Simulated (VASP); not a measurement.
# MgO (rocksalt type) (Fm-3m) in VASP: further runs

MgO (rocksalt type) is run at these levels: r2SCAN; tasks: single point, relaxation of cell and atoms.

Program: VASP 6.6.1. These are calculated values, not measurements. Logs are shortened: lines on timing, memory, paths and dates and some standing lists are left out, and cuts for length are marked.

## Step 1: The cell of the first run

The structure is cubic, space group Fm-3m (No. 225). Conventional cell: a = 4.204 Å, b = 4.204 Å, c = 4.204 Å, α = 90.00°, β = 90.00°, γ = 90.00°. Mg (site symmetry m-3m) has 6 O at 2.10 Å within 2.8 Å. Within 2.8 Å of O (site symmetry m-3m) lie 6 Mg at 2.10 Å.

## Step 2: Single point, r2SCAN

POSCAR reads:

```
MgO
1.0
    0.0000000000      2.1020659696      2.1020659696
    2.1020659696      0.0000000000      2.1020659696
    2.1020659696      2.1020659696      0.0000000000
Mg O
1 1
Direct
    0.0000000000      0.0000000000      0.0000000000
    0.5000000000      0.5000000000      0.5000000000
```

INCAR.step1 reads:

```
PREC = Accurate
ENCUT = 520
ISMEAR = -1
SIGMA = 0.05
LREAL = F
LASPH = T
NELM = 60
NBANDS = 11
GGA = PE
ALGO = Normal
EDIFF = 1E-4
LWAVE = T
LCHARG = F
```

INCAR.step2 reads:

```
PREC = Accurate
ENCUT = 520
EDIFF = 1E-7
ISMEAR = -1
SIGMA = 0.05
LREAL = F
LASPH = T
NELM = 60
ALGO = Normal
ISIF = 2
LWAVE = F
LCHARG = T
METAGGA = R2SCAN
LMIXTAU = T
LELF = T
LVHAR = T
NBANDS = 11
ISTART = 1
```

KPOINTS reads:

```
regular mesh
0
Gamma
  15 15 15
```

Potentials or basis: VASP PAW PBE potentials, release 64 (Mg, O).

Command:

```bash
$ cat potpaw_PBE.64/Mg/POTCAR potpaw_PBE.64/O/POTCAR > POTCAR
$ cp INCAR.step1 INCAR
$ mpirun -np 1 vasp_std > vasp.out
$ cp INCAR.step2 INCAR
$ mpirun -np 1 vasp_std > vasp.out
```

OUTCAR:

```text
PREC = Accurate
   ENCUT = 520
   EDIFF = 1E-7
   ISMEAR = -1
   LREAL = F
   LASPH = T
   NELM = 60
   ISIF = 2
   METAGGA = R2SCAN
   ISTART = 1

 ion  position               nearest neighbor table
   1  0.000  0.000  0.000-   2 2.10   2 2.10   2 2.10   2 2.10   2 2.10   2 2.10
   2  0.500  0.500  0.500-   1 2.10   1 2.10   1 2.10   1 2.10   1 2.10   1 2.10

  LATTYP: Found a face centered cubic cell.
 ALAT       =     4.2041319392

  Lattice vectors:

 A1 = (   0.0000000000,   2.1020659696,   2.1020659696)
 A2 = (   2.1020659696,   0.0000000000,   2.1020659696)
 A3 = (   2.1020659696,   2.1020659696,   0.0000000000)

Analysis of symmetry for initial positions (statically):
=====================================================================
 Subroutine PRICEL returns:
 Original cell was already a primitive cell.

 Routine SETGRP: Setting up the symmetry group for a
 face centered cubic supercell.

 Subroutine GETGRP returns: Found 48 space group operations
 (whereof 48 operations were pure point group operations)
 out of a pool of 48 trial point group operations.

The static configuration has the point symmetry O_h .

Analysis of symmetry for dynamics (positions and initial velocities):
=====================================================================
 Subroutine PRICEL returns:
 Original cell was already a primitive cell.

 Routine SETGRP: Setting up the symmetry group for a
 face centered cubic supercell.

 Subroutine GETGRP returns: Found 48 space group operations
 (whereof 48 operations were pure point group operations)
 out of a pool of 48 trial point group operations.

The dynamic configuration has the point symmetry O_h .

 Subroutine INISYM returns: Found 48 space group operations
 (whereof 48 operations are pure point group operations),
 and found     1 'primitive' translations

----------------------------------------------------------------------------------------

                                     Primitive cell

  volume of cell :      18.5767

  direct lattice vectors                    reciprocal lattice vectors
     0.000000000  2.102065970  2.102065970    -0.237861231  0.237861231  0.237861231
     2.102065970  0.000000000  2.102065970     0.237861231 -0.237861231  0.237861231
     2.102065970  2.102065970  0.000000000     0.237861231  0.237861231 -0.237861231

  length of vectors
     2.972770203  2.972770203  2.972770203     0.411987738  0.411987738  0.411987738

  position of ions in fractional coordinates (direct lattice)
     0.000000000  0.000000000  0.000000000
     0.500000000  0.500000000  0.500000000

  ion indices of the primitive-cell ions
   primitive index   ion index
                 1           1
                 2           2

----------------------------------------------------------------------------------------

 KPOINTS: regular mesh

Automatic generation of k-mesh.
 Grid dimensions read from file:
 generate k-points for:   15   15   15

 Generating k-lattice:

  Cartesian coordinates                     Fractional coordinates (reciprocal lattice)
    -0.015857415  0.015857415  0.015857415     0.066666667  0.000000000  0.000000000
     0.015857415 -0.015857415  0.015857415     0.000000000  0.066666667  0.000000000
     0.015857415  0.015857415 -0.015857415     0.000000000  0.000000000  0.066666667

  Length of vectors
     0.027465849  0.027465849  0.027465849

  Shift w.r.t. Gamma in fractional coordinates (k-lattice)
     0.000000000  0.000000000  0.000000000

 Subroutine IBZKPT returns following result:
 ===========================================

 Found    120 irreducible k-points:

 Following reciprocal coordinates:
            Coordinates               Weight
  0.000000  0.000000  0.000000      1.000000
  0.066667  0.000000  0.000000      8.000000
  0.133333  0.000000  0.000000      8.000000
  0.200000  0.000000  0.000000      8.000000
  0.266667  0.000000  0.000000      8.000000
  0.333333  0.000000  0.000000      8.000000
[... 16 lines left out ...]
  0.133333  0.133333  0.000000      6.000000
  0.200000  0.133333  0.000000     24.000000
 [... further k-points ...]
   k-points           NKPTS =    120   k-points in BZ     NKDIM =    120   number of bands    NBANDS=     11
   number of dos      NEDOS =    301   number of ions     NIONS =      2
   total plane-waves  NPLWV =  13824
   dimension x,y,z NGX =    24 NGY =   24 NGZ =   24
   dimension x,y,z NGXF=    48 NGYF=   48 NGZF=   48
   ions per type =               1   1
   NGX,Y,Z   is equivalent  to a cutoff of  13.42, 13.42, 13.42 a.u.
   NGXF,Y,Z  is equivalent  to a cutoff of  26.84, 26.84, 26.84 a.u.
 SYSTEM =  unknown system
   PREC   = accura    normal or accurate (medium, high low for compatibility)
   ISTART =      1    job   : 0-new  1-cont  2-samecut
   ICHARG =      0    charge: 1-file 2-atom 10-const
   ISPIN  =      1    spin polarized calculation?
   LNONCOLLINEAR =      F non collinear calculations
   LSORBIT =      F    spin-orbit coupling
   LASPH  =      T    aspherical Exc in radial PAW
   ENCUT  =  520.0 eV  38.22 Ry    6.18 a.u.   5.53  5.53  5.53*2*pi/ulx,y,z
   NELM   =     60;   NELMIN=  2; NELMDL=  0     # of ELM steps
   EDIFF  = 0.1E-06   stopping-criterion for ELM
   LREAL  =      F    real-space projection
   EDIFFG = 0.1E-05   stopping-criterion for IOM
   NSW    =      0    number of steps for IOM
   IBRION =     -1    ionic relax: 0-MD 1-quasi-New 2-CG
   NFREE  =      0    steps in history (QN), initial steepest desc. (CG)
   ISIF   =      2    stress and relaxation
   ISYM   =      2    0-nonsym 1-usesym 2-fastsym
   POTIM  = 0.5000    time-step for ionic-motion
   TEBEG  =    0.0;   TEEND  =   0.0 temperature during run
   PSTRESS=    0.0 pullay stress
   NELECT =       8.0000    total number of electrons
   NUPDOWN=      -1.0000    fix difference up-down
   EMIN   =  10.00;   EMAX   =-10.00  energy-range for DOS
   EFERMI =   0.00;   METHOD = LEGACY
   ISMEAR =    -1;   SIGMA  =   0.05  broadening in eV -4-tet -1-fermi 0-gaus
   EFERMI_NEDOS =   21; number of points for ismear=-14 and -15
   IALGO  =     38    algorithm
   IMIX   =      4    mixing-type and parameters
     AMIX     =   0.40;   BMIX     =  1.00
     AMIX_MAG =   1.60;   BMIX_MAG =  1.00
  volume/ion in A,a.u.               =       9.29        62.68
  Fermi-wavevector in a.u.,A,eV,Ry     =   1.236275  2.336221 20.794823  1.528376
  Thomas-Fermi vector in A             =   2.370890
   LORBIT       =      0    0 simple, 1 ext, 2 COOP (PROOUT), +10 PAW based schemes
   METAGGA = R2SCAN    functional components
   LHFCALC =     F    Hartree Fock is set to
   AEXX    =    0.0000 exact exchange contribution
   IVDW    =     0    specifies the selected vdW correction
   LEPSILON=     F    determine dielectric tensor
   LRPA    =     F    only Hartree local field effects (RPA)
 non-spin polarized calculation
  energy-cutoff  :      520.00
  volume of cell :       18.58
 maximum number of plane-waves:       531
 NGX is ok and might be reduce to    24
   NGX = 11   NGY = 11   NGZ = 11

 number of electron       8.0000004 magnetization

 Free energy of the ion-electron system (eV)
  ---------------------------------------------------
  ext. energy  EPLUGINS =         0.00000000
  ---------------------------------------------------
  free energy    TOTEN  =       -16.16112627 eV

  energy without entropy =      -16.16112627  energy(sigma->0) =      -16.16112627

 E-fermi :   3.7649     XC(G=0): -11.6241

 val. band max:        2.8173866875   @ k =   0.0000   0.0000   0.0000
 cond. band min:       8.4787847408   @ k =   0.0000   0.0000   0.0000
 fundamental gap:      5.6613980532
 Fermi energy:         3.7648825153

 k-point     1 :       0.0000    0.0000    0.0000
  band No.  band energies     occupation
      1     -15.4122      2.00000
      2       2.8174      2.00000
      3       2.8174      2.00000
      4       2.8174      2.00000
      5       8.4788      0.00000
      6      19.6841      0.00000
      7      19.6841      0.00000
      8      19.6841      0.00000
      9      23.8457      0.00000
     10      25.6194      0.00000
     11      25.6194      0.00000

 k-point     2 :       0.0667    0.0000    0.0000
  band No.  band energies     occupation
      1     -15.3650      2.00000
      2       2.5184      2.00000
      3       2.7855      2.00000
      4       2.7855      2.00000
      5       8.7721      0.00000
      6      19.0140      0.00000
      7      19.8017      0.00000
      8      19.8017      0.00000
      9      24.7501      0.00000
     10      25.2386      0.00000
     11      25.2386      0.00000

 k-point     3 :       0.1333    0.0000    0.0000
  band No.  band energies     occupation
      1     -15.2285      2.00000
      2       1.7819      2.00000
      3       2.6968      2.00000
      4       2.6968      2.00000
      5       9.4803      0.00000
      6      17.8718      0.00000
      7      20.1109      0.00000
      8      20.1109      0.00000
      9      24.5950      0.00000
     10      24.5950      0.00000
     11      26.2495      0.00000

 k-point     4 :       0.2000    0.0000    0.0000
  band No.  band energies     occupation
      1     -15.0193      2.00000
      2       0.8660      2.00000
      3       2.5697      2.00000
      4       2.5697      2.00000
      5      10.3065      0.00000
      6      16.9322      0.00000
      7      20.4622      0.00000
      8      20.4622      0.00000
      9      24.2136      0.00000
     10      24.2136      0.00000
     11      26.6373      0.00000
[... 239 lines left out ...]
 k-point    22 :      -0.0667    0.0667    0.0000
  band No.  band energies     occupation
      1     -15.2881      2.00000
      2       2.1214      2.00000
      3       2.6686      2.00000
      4       2.7614      2.00000
      5       9.1999      0.00000
      6      18.2651      0.00000
      7      19.9762      0.00000
      8      19.9926      0.00000
      9      24.3733      0.00000
     10      25.2493      0.00000
     11      25.8365      0.00000

 k-point    23 :       0.1333    0.1333    0.0000
  band No.  band energies     occupation
      1     -15.1706      2.00000
      2       1.7037      2.00000
      3       2.5504      2.00000
      4       2.5504      2.00000
      5       9.8142      0.00000
      6      17.2804      0.00000
      7      20.3288      0.00000
      8      20.3288      0.00000
      9      22.7255      0.00000
     10      26.1850      0.00000
     11      27.4851      0.00000

 k-point    24 :       0.2000    0.1333    0.0000
  band No.  band energies     occupation
      1     -15.0189      2.00000
      2       1.1188      2.00000
      3       2.4165      2.00000
      4       2.4233      2.00000
      5      10.4792      0.00000
      6      16.5208      0.00000
      7      20.5583      0.00000
      8      20.6542      0.00000
      9      21.9858      0.00000
     10      26.2278      0.00000
     11      28.5863      0.00000

 [... further k-points ...]
[... 5 lines left out ...]
  --------------------------------------------------------------------------------------
  -------------------------------------------------------------------------------------
  Total       -0.1291837     -0.1291837     -0.1291837      0.0000000     -0.0000000      0.0000000
  in kB      -11.1416476    -11.1416476    -11.1416476      0.0000000     -0.0000000      0.0000000
  external PRESSURE =     -11.1416476 kB  Pullay stress =       0.0000000 kB

 VOLUME and BASIS-vectors are now :
 -----------------------------------------------------------------------------
  energy-cutoff  :      520.00
  volume of cell :       18.58
      direct lattice vectors                 reciprocal lattice vectors
     0.000000000  2.102065970  2.102065970    -0.237861231  0.237861231  0.237861231
     2.102065970  0.000000000  2.102065970     0.237861231 -0.237861231  0.237861231
     2.102065970  2.102065970  0.000000000     0.237861231  0.237861231 -0.237861231

 POSITION                                       TOTAL-FORCE (eV/Angst)
 -----------------------------------------------------------------------------------
      0.00000      0.00000      0.00000        -0.000000     -0.000000      0.000000
      2.10207      2.10207      2.10207         0.000000      0.000000     -0.000000
 -----------------------------------------------------------------------------------
    total drift:                               -0.000000     -0.000000      0.000000

  FREE ENERGIE OF THE ION-ELECTRON SYSTEM (eV)
  ---------------------------------------------------
  free  energy   TOTEN  =       -16.1611262694 eV

  energy  without entropy=      -16.1611262693  energy(sigma->0) =      -16.16112627
```

Wall time 33 s (1 thread of Intel Xeon 6975P-C (Granite Rapids), shared host); peak memory 0.16 GiB.

What came out:

| Property | Result |
| --- | --- |
| Free energy | -16.1611 eV |
| Pressure | -1.1 GPa |
| Band gap on the k mesh | 5.66 eV, direct |

Caveat: the PAW data sets were made with another functional, which shifts forces and pressure a little. r2SCAN opens gaps a little over a GGA but as a rule still falls short of measured ones.

## Step 3: Relaxation of cell and atoms, r2SCAN

This run uses another cell than the first one, of 10.00 Å³/atom, 1.077 times its volume.

POSCAR reads:

```
MgO
1.0
    0.0000000000      2.1544346900      2.1544346900
    2.1544346900      0.0000000000      2.1544346900
    2.1544346900      2.1544346900      0.0000000000
Mg O
1 1
Direct
    0.0000000000      0.0000000000      0.0000000000
    0.5000000000      0.5000000000      0.5000000000
```

INCAR.step1 reads:

```
PREC = Accurate
ENCUT = 600
ISMEAR = -1
SIGMA = 0.05
LREAL = False
LASPH = True
NELM = 100
GGA = PE
ALGO = Normal
EDIFF = 1E-4
LWAVE = True
LCHARG = False
```

INCAR.step2 reads:

```
PREC = Accurate
ENCUT = 600
EDIFF = 1E-6
ISMEAR = -1
SIGMA = 0.05
LREAL = False
LASPH = True
NELM = 100
ALGO = Normal
ISIF = 3
LWAVE = False
LCHARG = False
METAGGA = R2SCAN
LMIXTAU = True
IBRION = 2
NSW = 60
EDIFFG = -0.005
ISTART = 1
```

KPOINTS reads:

```
Automatic mesh
0
Gamma
  15 15 15
```

Potentials or basis: VASP PAW PBE potentials, release 64 (Mg, O).

Command:

```bash
$ cat potpaw_PBE.64/Mg/POTCAR potpaw_PBE.64/O/POTCAR > POTCAR
$ cp INCAR.step1 INCAR
$ mpirun -np 1 vasp_std > vasp.out
$ cp INCAR.step2 INCAR
$ mpirun -np 1 vasp_std > vasp.out
```

It took 61 s on 1 thread of Intel Xeon 6975P-C (Granite Rapids), shared host; peak memory 0.17 GiB.

The run converged. Its results:

- Free energy: -16.1693 eV
- Relaxed volume: 9.21 Å³/atom
- Relaxed cell: a = 2.964 Å, b = 2.964 Å, c = 2.964 Å, α = 60.00°, β = 60.00°, γ = 60.00°
- Space group after relaxing (to 0.05 Å): Fm-3m (No. 225)
- Energy gained by relaxing: 31.3 meV/atom
- Ionic steps: 3
- Pressure after relaxing: 0.0 GPa
- Band gap on the k mesh: 5.75 eV, direct

Step by step:
| step | energy change (eV) | largest force (eV/Å) | pressure (GPa) | volume (Å³) |
| --- | --- | --- | --- | --- |
| 1 | 0.0000 | 0.0000 | -11.84 | 20.00 |
| 2 | -0.0554 | 0.0000 | 4.86 | 17.94 |
| 3 | -0.0626 | 0.0000 | 0.03 | 18.42 |

Final structure:
```
Mg O
1.0
     0.00000    2.09616    2.09616
     2.09616    0.00000    2.09616
     2.09616    2.09616    0.00000
Mg O
1 1
Direct
  0.00000 0.00000 0.00000
  0.50000 0.50000 0.50000
```

Levels at points of the mesh, in eV from the valence-band top:
| k point | band 2 | band 3 | band 4 | band 5 | band 6 | band 7 |
| --- | --- | --- | --- | --- | --- | --- |
| (0.00, 0.00, 0.00) | 0.00 | 0.00 | 0.00 | 5.75 | 16.92 | 16.92 |

Caveat: the PAW data sets were made with another functional, which shifts forces and pressure a little. A k mesh can miss the band edges.
